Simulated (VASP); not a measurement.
# Al (P6_3/mmc) in VASP: notebook, part 2 of 3

VASP 6.6.1. Earlier steps stand in the parts before.

### Step 3. Single point, r2SCAN

This run uses another cell than the first one, of 15.23 Å³/atom, 1.043 times its volume.

Input file POSCAR:

```
Al
1.0
    2.7627281175      0.0000000000      0.0000000000
   -1.3813640588      2.3925927335      0.0000000000
    0.0000000000      0.0000000000      4.6071743225
Al
2
Direct
    0.6666666667      0.3333333333      0.7500000000
    0.3333333333      0.6666666667      0.2500000000
```

Input file INCAR.step1:

```
  PREC = Accurate
  ENCUT = 520
  ISMEAR = 1
  SIGMA = 0.15
  LREAL = F
  LASPH = T
  NELM = 80
  NBANDS = 10
  GGA = PE
  ALGO = Normal
  EDIFF = 1E-4
  LWAVE = T
  LCHARG = F
```

Input file INCAR.step2:

```
  PREC = Accurate
  ENCUT = 520
  EDIFF = 1E-6
  ISMEAR = 1
  SIGMA = 0.15
  LREAL = F
  LASPH = T
  NELM = 80
  ALGO = Normal
  ISIF = 2
  LWAVE = F
  LCHARG = T
  METAGGA = R2SCAN
  LMIXTAU = T
  LELF = T
  LVHAR = T
  NBANDS = 10
  ISTART = 1
```

Input file KPOINTS:

```
regular mesh
0
Gamma
  14 14 7
```

Potentials or basis: VASP PAW PBE potentials, release 64 (Al).

Started as:

```bash
cat potpaw_PBE.64/Al/POTCAR > POTCAR
cp INCAR.step1 INCAR
mpirun -np 1 vasp_std > vasp.out
cp INCAR.step2 INCAR
mpirun -np 1 vasp_std > vasp.out
```

OUTCAR:

```text
PREC = Accurate
   ENCUT = 520
   EDIFF = 1E-6
   ISMEAR = 1
   LREAL = F
   LASPH = T
   NELM = 80
   ISIF = 2
   METAGGA = R2SCAN
   ISTART = 1

 ion  position               nearest neighbor table
   1  0.667  0.333  0.750-   2 2.80   2 2.80   2 2.80   2 2.80   2 2.80   2 2.80
   2  0.333  0.667  0.250-   1 2.80   1 2.80   1 2.80   1 2.80   1 2.80   1 2.80

  LATTYP: Found a hexagonal cell.
 ALAT       =     2.7627281175
 C/A-ratio  =     1.6676177049

  Lattice vectors:

 A1 = (   2.7627281175,   0.0000000000,   0.0000000000)
 A2 = (  -1.3813640588,   2.3925927335,   0.0000000000)
 A3 = (   0.0000000000,   0.0000000000,   4.6071743225)

Analysis of symmetry for initial positions (statically):
=====================================================================
 Subroutine PRICEL returns:
 Original cell was already a primitive cell.

 Routine SETGRP: Setting up the symmetry group for a
 hexagonal supercell.

 Subroutine GETGRP returns: Found 24 space group operations
 (whereof 12 operations were pure point group operations)
 out of a pool of 24 trial point group operations.

The static configuration has the point symmetry D_3d.
 The point group associated with its full space group is D_6h.

Analysis of symmetry for dynamics (positions and initial velocities):
=====================================================================
 Subroutine PRICEL returns:
 Original cell was already a primitive cell.

 Routine SETGRP: Setting up the symmetry group for a
 hexagonal supercell.

 Subroutine GETGRP returns: Found 24 space group operations
 (whereof 12 operations were pure point group operations)
 out of a pool of 24 trial point group operations.

The dynamic configuration has the point symmetry D_3d.
 The point group associated with its full space group is D_6h.

 Subroutine INISYM returns: Found 24 space group operations
 (whereof 12 operations are pure point group operations),
 and found     1 'primitive' translations

----------------------------------------------------------------------------------------

                                     Primitive cell

  volume of cell :      30.4538

  direct lattice vectors                    reciprocal lattice vectors
     2.762728118  0.000000000  0.000000000     0.361961061  0.208978316  0.000000000
    -1.381364059  2.392592733  0.000000000     0.000000000  0.417956632  0.000000000
     0.000000000  0.000000000  4.607174322     0.000000000  0.000000000  0.217052781

  length of vectors
     2.762728118  2.762728118  4.607174322     0.417956632  0.417956632  0.217052781

  position of ions in fractional coordinates (direct lattice)
     0.666666667  0.333333333  0.750000000
     0.333333333  0.666666667  0.250000000

  ion indices of the primitive-cell ions
   primitive index   ion index
                 1           1
                 2           2

----------------------------------------------------------------------------------------

 KPOINTS: regular mesh

Automatic generation of k-mesh.
 Grid dimensions read from file:
 generate k-points for:   14   14    7

 Generating k-lattice:

  Cartesian coordinates                     Fractional coordinates (reciprocal lattice)
     0.025854361  0.014927023  0.000000000     0.071428571  0.000000000  0.000000000
     0.000000000  0.029854045  0.000000000     0.000000000  0.071428571  0.000000000
     0.000000000  0.000000000  0.031007540     0.000000000  0.000000000  0.142857143

  Length of vectors
     0.029854045  0.029854045  0.031007540

  Shift w.r.t. Gamma in fractional coordinates (k-lattice)
     0.000000000  0.000000000  0.000000000

 Subroutine IBZKPT returns following result:
 ===========================================

 Found     96 irreducible k-points:

 Following reciprocal coordinates:
            Coordinates               Weight
  0.000000  0.000000  0.000000      1.000000
  0.071429  0.000000  0.000000      6.000000
  0.142857 -0.000000  0.000000      6.000000
  0.214286 -0.000000  0.000000      6.000000
  0.285714 -0.000000  0.000000      6.000000
  0.357143  0.000000  0.000000      6.000000
[... 16 lines left out ...]
  0.285714  0.285714  0.000000      6.000000
  0.357143  0.285714  0.000000      6.000000
 [... further k-points ...]
   k-points           NKPTS =     96   k-points in BZ     NKDIM =     96   number of bands    NBANDS=     10
   number of dos      NEDOS =    301   number of ions     NIONS =      2
   total plane-waves  NPLWV =  20736
   dimension x,y,z NGX =    24 NGY =   24 NGZ =   36
   dimension x,y,z NGXF=    48 NGYF=   48 NGZF=   72
   ions per type =               2
   NGX,Y,Z   is equivalent  to a cutoff of  14.44, 14.44, 12.99 a.u.
   NGXF,Y,Z  is equivalent  to a cutoff of  28.88, 28.88, 25.98 a.u.
 SYSTEM =  unknown system
   PREC   = accura    normal or accurate (medium, high low for compatibility)
   ISTART =      1    job   : 0-new  1-cont  2-samecut
   ICHARG =      0    charge: 1-file 2-atom 10-const
   ISPIN  =      1    spin polarized calculation?
   LNONCOLLINEAR =      F non collinear calculations
   LSORBIT =      F    spin-orbit coupling
   LASPH  =      T    aspherical Exc in radial PAW
   ENCUT  =  520.0 eV  38.22 Ry    6.18 a.u.   5.14  5.14  8.57*2*pi/ulx,y,z
   NELM   =     80;   NELMIN=  2; NELMDL=  0     # of ELM steps
   EDIFF  = 0.1E-05   stopping-criterion for ELM
   LREAL  =      F    real-space projection
   EDIFFG = 0.1E-04   stopping-criterion for IOM
   NSW    =      0    number of steps for IOM
   IBRION =     -1    ionic relax: 0-MD 1-quasi-New 2-CG
   NFREE  =      0    steps in history (QN), initial steepest desc. (CG)
   ISIF   =      2    stress and relaxation
   ISYM   =      2    0-nonsym 1-usesym 2-fastsym
   POTIM  = 0.5000    time-step for ionic-motion
   TEBEG  =    0.0;   TEEND  =   0.0 temperature during run
   PSTRESS=    0.0 pullay stress
   NELECT =       6.0000    total number of electrons
   NUPDOWN=      -1.0000    fix difference up-down
   EMIN   =  10.00;   EMAX   =-10.00  energy-range for DOS
   EFERMI =   0.00;   METHOD = LEGACY
   ISMEAR =     1;   SIGMA  =   0.15  broadening in eV -4-tet -1-fermi 0-gaus
   EFERMI_NEDOS =   21; number of points for ismear=-14 and -15
   IALGO  =     38    algorithm
   IMIX   =      4    mixing-type and parameters
     AMIX     =   0.40;   BMIX     =  1.00
     AMIX_MAG =   1.60;   BMIX_MAG =  1.00
  volume/ion in A,a.u.               =      15.23       102.76
  Fermi-wavevector in a.u.,A,eV,Ry     =   0.952602  1.800156 12.346609  0.907450
  Thomas-Fermi vector in A             =   2.081180
   LORBIT       =      0    0 simple, 1 ext, 2 COOP (PROOUT), +10 PAW based schemes
   METAGGA = R2SCAN    functional components
   LHFCALC =     F    Hartree Fock is set to
   AEXX    =    0.0000 exact exchange contribution
   IVDW    =     0    specifies the selected vdW correction
   LEPSILON=     F    determine dielectric tensor
   LRPA    =     F    only Hartree local field effects (RPA)
 non-spin polarized calculation
 Methfessel and Paxton  Order N= 1 SIGMA  =   0.15
  energy-cutoff  :      520.00
  volume of cell :       30.45
 maximum number of plane-waves:       834
 NGX is ok and might be reduce to    24
   NGX = 11   NGY = 11   NGZ = 17

 number of electron       6.0000000 magnetization

 Free energy of the ion-electron system (eV)
  ---------------------------------------------------
  ext. energy  EPLUGINS =         0.00000000
  ---------------------------------------------------
  free energy    TOTEN  =       -13.37844616 eV

  energy without entropy =      -13.37777343  energy(sigma->0) =      -13.37822191

 E-fermi :   8.9653     XC(G=0): -11.2137

 val. band max:        8.9422993150   @ k =   0.4286  -0.0000   0.0000
 cond. band min:       8.9746965865   @ k =   0.4286   0.0714   0.0000
 fundamental gap:      0.0323972715
 Fermi energy:         8.9653242263

 k-point     1 :       0.0000    0.0000    0.0000
  band No.  band energies     occupation
      1      -3.5480      2.00000
      2       3.4133      2.00000
      3       3.9520      2.00000
      4      21.2772      0.00000
      5      21.2772      0.00000
      6      21.2891      0.00000
      7      21.2891      0.00000
      8      21.7758      0.00000
      9      24.6483      0.00000
     10      25.0408      0.00000
[... 287 lines left out ...]
 k-point    24 :       0.3571    0.2857    0.0000
  band No.  band energies     occupation
      1       4.6589      2.00000
      2       4.7282      2.00000
      3       6.4717      2.00000
      4      11.0028     -0.00000
      5      11.3384     -0.00000
      6      11.6107     -0.00000
      7      13.4994      0.00000
      8      13.5255      0.00000
      9      14.8020      0.00000
     10      27.8129      0.00000

 [... further k-points ...]
[... 5 lines left out ...]
  --------------------------------------------------------------------------------------
  -------------------------------------------------------------------------------------
  Total        0.9055050      0.9055050      0.8382027     -0.0000000      0.0000000      0.0000000
  in kB       47.6386969     47.6386969     44.0979142     -0.0000000      0.0000000      0.0000000
  external PRESSURE =      46.4584360 kB  Pullay stress =       0.0000000 kB

 VOLUME and BASIS-vectors are now :
 -----------------------------------------------------------------------------
  energy-cutoff  :      520.00
  volume of cell :       30.45
      direct lattice vectors                 reciprocal lattice vectors
     2.762728118  0.000000000  0.000000000     0.361961061  0.208978316  0.000000000
    -1.381364059  2.392592733  0.000000000     0.000000000  0.417956632  0.000000000
     0.000000000  0.000000000  4.607174322     0.000000000  0.000000000  0.217052781

 POSITION                                       TOTAL-FORCE (eV/Angst)
 -----------------------------------------------------------------------------------
      1.38136      0.79753      3.45538        -0.000000      0.000000      0.000000
     -0.00000      1.59506      1.15179         0.000000     -0.000000      0.000000
 -----------------------------------------------------------------------------------
    total drift:                                0.000000     -0.000000     -0.000000

  FREE ENERGIE OF THE ION-ELECTRON SYSTEM (eV)
  ---------------------------------------------------
  free  energy   TOTEN  =       -13.3784461568 eV

  energy  without entropy=      -13.3777734267  energy(sigma->0) =      -13.37822191
```

OSZICAR.step1:

```text
N       E                     dE             d eps       ncg     rms          rms(c)
DAV:   1     0.554743520005E+00    0.55474E+00   -0.24328E+03  1920   0.483E+02
DAV:   2    -0.725710312133E+01   -0.78118E+01   -0.75420E+01  2522   0.575E+01
DAV:   3    -0.741333350189E+01   -0.15623E+00   -0.15299E+00  2540   0.656E+00
DAV:   4    -0.741396589937E+01   -0.63240E-03   -0.63235E-03  2268   0.473E-01
DAV:   5    -0.741397113968E+01   -0.52403E-05   -0.52397E-05  2378   0.444E-02    0.202E+00
DAV:   6    -0.738337068403E+01    0.30600E-01   -0.26639E-03  2152   0.283E-01    0.117E+00
DAV:   7    -0.736172637039E+01    0.21644E-01   -0.77706E-03  2024   0.446E-01    0.187E-01
DAV:   8    -0.736162717693E+01    0.99193E-04   -0.89272E-05  2482   0.560E-02
   1 F= -.73616272E+01 E0= -.73618247E+01  d E =0.592702E-03
```

Run time: 68 s. Hardware: 1 thread of Intel Xeon Platinum 8259CL at 2.50GHz (Skylake/Cascade Lake), shared host; peak memory 0.16 GiB.

Results:

```
Free energy            : -13.3784 eV
Pressure               : 4.6 GPa
Band gap on the k mesh : zero (band 3 reaches 12.12 eV, above the bottom of band 4 at 5.75 eV)
```

Stress tensor (GPa, compression positive):
```
4.76 0.00 0.00
0.00 4.76 0.00
0.00 0.00 4.41
```

Caveat: the PAW data sets were made with another functional, which shifts forces and pressure a little.

(Continued in part 3 of 3.)
